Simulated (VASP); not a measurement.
# SnTe (km) (Fm-3m) in VASP: single point with PBEsol

Aim: the single point of SnTe (km) with PBEsol.

Program: VASP 6.6.1. These are calculated values, not measurements. Logs are shortened: lines on timing, memory, paths and dates and some standing lists are left out, and cuts for length are marked.

### Step 1. The cell of the first run

The structure is cubic, space group Fm-3m (No. 225). Conventional cell: a = 6.289 Å, b = 6.289 Å, c = 6.289 Å, α = 90.00°, β = 90.00°, γ = 90.00°. Within 4.1 Å of Sn (site symmetry m-3m) lie 6 Te at 3.14 Å. Te (site symmetry m-3m) has 6 Sn at 3.14 Å within 4.1 Å.

### Step 2. Single point, PBEsol

File INCAR:

```
ALGO = Normal
EDIFF = 1E-6
ENCUT = 500
GGA = PS
GGA_COMPAT = F
ISIF = 2
ISMEAR = 0
LASPH = T
LCHARG = F
LREAL = F
LWAVE = F
NBANDS = 17
NELM = 120
PREC = Accurate
SIGMA = 0.01
```

File KPOINTS:

```
k-points
0
Gamma
  4 4 4
```

File POSCAR:

```
SnTe
1.0
    0.0000000000      3.1444100012      3.1444100012
    3.1444100012      0.0000000000      3.1444100012
    3.1444100012      3.1444100012      0.0000000000
Sn Te
1 1
Direct
    0.0000000000      0.0000000000      0.0000000000
    0.5000000000      0.5000000000      0.5000000000
```

Potentials or basis: VASP PAW PBE potentials, release 64 (Sn_d, Te).

Launch:

```bash
> cat potpaw_PBE.64/Sn_d/POTCAR potpaw_PBE.64/Te/POTCAR > POTCAR
> mpirun -np 1 vasp_std > vasp.out
```

OUTCAR:

```text
EDIFF = 1E-6
   ENCUT = 500
   GGA = PS
   ISIF = 2
   ISMEAR = 0
   LASPH = T
   LREAL = F
   NELM = 120
   PREC = Accurate

 ion  position               nearest neighbor table
   1  0.000  0.000  0.000-   2 3.14   2 3.14   2 3.14   2 3.14   2 3.14   2 3.14
   2  0.500  0.500  0.500-   1 3.14   1 3.14   1 3.14   1 3.14   1 3.14   1 3.14

  LATTYP: Found a face centered cubic cell.
 ALAT       =     6.2888200024

  Lattice vectors:

 A1 = (   0.0000000000,   3.1444100012,   3.1444100012)
 A2 = (   3.1444100012,   0.0000000000,   3.1444100012)
 A3 = (   3.1444100012,   3.1444100012,   0.0000000000)

Analysis of symmetry for initial positions (statically):
=====================================================================
 Subroutine PRICEL returns:
 Original cell was already a primitive cell.

 Routine SETGRP: Setting up the symmetry group for a
 face centered cubic supercell.

 Subroutine GETGRP returns: Found 48 space group operations
 (whereof 48 operations were pure point group operations)
 out of a pool of 48 trial point group operations.

The static configuration has the point symmetry O_h .

Analysis of symmetry for dynamics (positions and initial velocities):
=====================================================================
 Subroutine PRICEL returns:
 Original cell was already a primitive cell.

 Routine SETGRP: Setting up the symmetry group for a
 face centered cubic supercell.

 Subroutine GETGRP returns: Found 48 space group operations
 (whereof 48 operations were pure point group operations)
 out of a pool of 48 trial point group operations.

The dynamic configuration has the point symmetry O_h .

 Subroutine INISYM returns: Found 48 space group operations
 (whereof 48 operations are pure point group operations),
 and found     1 'primitive' translations

----------------------------------------------------------------------------------------

                                     Primitive cell

  volume of cell :      62.1795

  direct lattice vectors                    reciprocal lattice vectors
     0.000000000  3.144410001  3.144410001    -0.159012342  0.159012342  0.159012342
     3.144410001  0.000000000  3.144410001     0.159012342 -0.159012342  0.159012342
     3.144410001  3.144410001  0.000000000     0.159012342  0.159012342 -0.159012342

  length of vectors
     4.446867269  4.446867269  4.446867269     0.275417456  0.275417456  0.275417456

  position of ions in fractional coordinates (direct lattice)
     0.000000000  0.000000000  0.000000000
     0.500000000  0.500000000  0.500000000

  ion indices of the primitive-cell ions
   primitive index   ion index
                 1           1
                 2           2

----------------------------------------------------------------------------------------

 KPOINTS: k-points

Automatic generation of k-mesh.
 Grid dimensions read from file:
 generate k-points for:    4    4    4

 Generating k-lattice:

  Cartesian coordinates                     Fractional coordinates (reciprocal lattice)
    -0.039753086  0.039753086  0.039753086     0.250000000  0.000000000  0.000000000
     0.039753086 -0.039753086  0.039753086     0.000000000  0.250000000  0.000000000
     0.039753086  0.039753086 -0.039753086     0.000000000  0.000000000  0.250000000

  Length of vectors
     0.068854364  0.068854364  0.068854364

  Shift w.r.t. Gamma in fractional coordinates (k-lattice)
     0.000000000  0.000000000  0.000000000

 Subroutine IBZKPT returns following result:
 ===========================================

 Found      8 irreducible k-points:

 Following reciprocal coordinates:
            Coordinates               Weight
  0.000000  0.000000  0.000000      1.000000
  0.250000  0.000000  0.000000      8.000000
  0.500000  0.000000  0.000000      4.000000
  0.250000  0.250000  0.000000      6.000000
  0.500000  0.250000  0.000000     24.000000
 -0.250000  0.250000  0.000000     12.000000
  0.500000  0.500000  0.000000      3.000000
 -0.250000  0.500000  0.250000      6.000000
   k-points           NKPTS =      8   k-points in BZ     NKDIM =      8   number of bands    NBANDS=     17
   number of dos      NEDOS =    301   number of ions     NIONS =      2
   total plane-waves  NPLWV =  32768
   dimension x,y,z NGX =    32 NGY =   32 NGZ =   32
   dimension x,y,z NGXF=    64 NGYF=   64 NGZF=   64
   ions per type =               1   1
   NGX,Y,Z   is equivalent  to a cutoff of  11.96, 11.96, 11.96 a.u.
   NGXF,Y,Z  is equivalent  to a cutoff of  23.93, 23.93, 23.93 a.u.
 SYSTEM =  unknown system
   PREC   = accura    normal or accurate (medium, high low for compatibility)
   ISTART =      0    job   : 0-new  1-cont  2-samecut
   ICHARG =      2    charge: 1-file 2-atom 10-const
   ISPIN  =      1    spin polarized calculation?
   LNONCOLLINEAR =      F non collinear calculations
   LSORBIT =      F    spin-orbit coupling
   LASPH  =      T    aspherical Exc in radial PAW
   ENCUT  =  500.0 eV  36.75 Ry    6.06 a.u.   8.11  8.11  8.11*2*pi/ulx,y,z
   NELM   =    120;   NELMIN=  2; NELMDL= -5     # of ELM steps
   EDIFF  = 0.1E-05   stopping-criterion for ELM
   LREAL  =      F    real-space projection
   EDIFFG = 0.1E-04   stopping-criterion for IOM
   NSW    =      0    number of steps for IOM
   IBRION =     -1    ionic relax: 0-MD 1-quasi-New 2-CG
   NFREE  =      0    steps in history (QN), initial steepest desc. (CG)
   ISIF   =      2    stress and relaxation
   ISYM   =      2    0-nonsym 1-usesym 2-fastsym
   POTIM  = 0.5000    time-step for ionic-motion
   TEBEG  =    0.0;   TEEND  =   0.0 temperature during run
   PSTRESS=    0.0 pullay stress
   NELECT =      20.0000    total number of electrons
   NUPDOWN=      -1.0000    fix difference up-down
   EMIN   =  10.00;   EMAX   =-10.00  energy-range for DOS
   EFERMI =   0.00;   METHOD = LEGACY
   ISMEAR =     0;   SIGMA  =   0.01  broadening in eV -4-tet -1-fermi 0-gaus
   EFERMI_NEDOS =   21; number of points for ismear=-14 and -15
   IALGO  =     38    algorithm
   IMIX   =      4    mixing-type and parameters
     AMIX     =   0.40;   BMIX     =  1.00
     AMIX_MAG =   1.60;   BMIX_MAG =  1.00
  volume/ion in A,a.u.               =      31.09       209.80
  Fermi-wavevector in a.u.,A,eV,Ry     =   1.121680  2.119668 17.118389  1.258166
  Thomas-Fermi vector in A             =   2.258335
   LORBIT       =      0    0 simple, 1 ext, 2 COOP (PROOUT), +10 PAW based schemes
   GGA     = PS    functional components
   LHFCALC =     F    Hartree Fock is set to
   AEXX    =    0.0000 exact exchange contribution
   IVDW    =     0    specifies the selected vdW correction
   LEPSILON=     F    determine dielectric tensor
   LRPA    =     F    only Hartree local field effects (RPA)
 non-spin polarized calculation
 Gauss-broadening in eV      SIGMA  =   0.01
  energy-cutoff  :      500.00
  volume of cell :       62.18
 maximum number of plane-waves:      1604
   NGX = 17   NGY = 17   NGZ = 17

 number of electron      20.0000012 magnetization

 Free energy of the ion-electron system (eV)
  ---------------------------------------------------
  ext. energy  EPLUGINS =         0.00000000
  ---------------------------------------------------
  free energy    TOTEN  =        -8.34792347 eV

  energy without entropy =       -8.34792347  energy(sigma->0) =       -8.34792347

 E-fermi :   6.8686     XC(G=0):  -9.6983

 val. band max:        6.8045780283   @ k =   0.5000   0.0000   0.0000
 cond. band min:       6.9593961841   @ k =   0.5000   0.0000   0.0000
 fundamental gap:      0.1548181558
 Fermi energy:         6.8686000007

 k-point     1 :       0.0000    0.0000    0.0000
  band No.  band energies     occupation
      1     -14.9643      2.00000
      2     -14.9643      2.00000
      3     -14.9552      2.00000
      4     -14.9552      2.00000
      5     -14.9552      2.00000
      6      -6.0158      2.00000
[... 9 lines left out ...]
     16      11.5731      0.00000
     17      13.5352      0.00000

 k-point     2 :       0.2500    0.0000    0.0000
  band No.  band energies     occupation
      1     -14.9667      2.00000
      2     -14.9667      2.00000
      3     -14.9543      2.00000
      4     -14.9518      2.00000
      5     -14.9518      2.00000
      6      -5.5088      2.00000
[... 9 lines left out ...]
     16      12.7936      0.00000
     17      16.6898      0.00000

 k-point     3 :       0.5000    0.0000    0.0000
  band No.  band energies     occupation
      1     -14.9695      2.00000
      2     -14.9695      2.00000
      3     -14.9535      2.00000
      4     -14.9480      2.00000
      5     -14.9480      2.00000
      6      -4.7188      2.00000
[... 9 lines left out ...]
     16      15.7102      0.00000
     17      15.7102      0.00000

 k-point     4 :       0.2500    0.2500    0.0000
  band No.  band energies     occupation
      1     -14.9727      2.00000
      2     -14.9618      2.00000
      3     -14.9572      2.00000
      4     -14.9496      2.00000
      5     -14.9496      2.00000
      6      -5.3489      2.00000
[... 9 lines left out ...]
     16      14.4409      0.00000
     17      14.4426      0.00000

 k-point     5 :       0.5000    0.2500    0.0000
  band No.  band energies     occupation
      1     -14.9757      2.00000
      2     -14.9641      2.00000
      3     -14.9550      2.00000
      4     -14.9477      2.00000
      5     -14.9462      2.00000
      6      -4.5880      2.00000
[... 9 lines left out ...]
     16      16.0112      0.00000
     17      16.9076      0.00000

 k-point     6 :      -0.2500    0.2500    0.0000
  band No.  band energies     occupation
      1     -14.9699      2.00000
      2     -14.9681      2.00000
      3     -14.9520      2.00000
      4     -14.9498      2.00000
      5     -14.9493      2.00000
      6      -4.8373      2.00000
[... 9 lines left out ...]
     16      14.7285      0.00000
     17      15.7659      0.00000

 k-point     7 :       0.5000    0.5000    0.0000
  band No.  band energies     occupation
      1     -14.9827      2.00000
      2     -14.9593      2.00000
      3     -14.9592      2.00000
      4     -14.9438      2.00000
      5     -14.9438      2.00000
      6      -4.4105      2.00000
[... 9 lines left out ...]
     16      17.3743      0.00000
     17      17.9673      0.00000

 k-point     8 :      -0.2500    0.5000    0.2500
  band No.  band energies     occupation
      1     -14.9769      2.00000
      2     -14.9644      2.00000
      3     -14.9517      2.00000
      4     -14.9517      2.00000
      5     -14.9438      2.00000
      6      -4.3203      2.00000
[... 9 lines left out ...]
     16      17.2559      0.00000
     17      17.8092      0.00000

------------------------ aborting loop because EDIFF is reached ----------------------------------------

  FORCE on cell =-STRESS in cart. coord.  units (eV):
  Direction    XX          YY          ZZ          XY          YZ          ZX
  --------------------------------------------------------------------------------------
  -------------------------------------------------------------------------------------
  Total       -0.2992818     -0.2992818     -0.2992818      0.0000000      0.0000000     -0.0000000
  in kB       -7.7115814     -7.7115814     -7.7115814      0.0000000      0.0000000     -0.0000000
  external PRESSURE =      -7.7115814 kB  Pullay stress =       0.0000000 kB

 VOLUME and BASIS-vectors are now :
 -----------------------------------------------------------------------------
  energy-cutoff  :      500.00
  volume of cell :       62.18
      direct lattice vectors                 reciprocal lattice vectors
     0.000000000  3.144410001  3.144410001    -0.159012342  0.159012342  0.159012342
     3.144410001  0.000000000  3.144410001     0.159012342 -0.159012342  0.159012342
     3.144410001  3.144410001  0.000000000     0.159012342  0.159012342 -0.159012342

 POSITION                                       TOTAL-FORCE (eV/Angst)
 -----------------------------------------------------------------------------------
      0.00000      0.00000      0.00000         0.000000      0.000000      0.000000
      3.14441      3.14441      3.14441        -0.000000     -0.000000     -0.000000
 -----------------------------------------------------------------------------------
    total drift:                                0.000000     -0.000000     -0.000000

  FREE ENERGIE OF THE ION-ELECTRON SYSTEM (eV)
  ---------------------------------------------------
  free  energy   TOTEN  =        -8.3479234682 eV

  energy  without entropy=       -8.3479234682  energy(sigma->0) =       -8.34792347
```

It took 11 s on 1 thread of Intel Xeon 6975P-C, shared host; peak memory 0.18 GiB.

Results:

- Free energy: -8.3479 eV
- Pressure: -0.8 GPa
- Band gap on the k mesh: 0.15 eV, direct

Caveat: the k points lie up to 0.43 Å⁻¹ apart; the PAW data sets were made with another functional, which shifts forces and pressure a little; spin-orbit coupling is left out, which moves the levels of the heavy elements. A k mesh can miss the band edges.
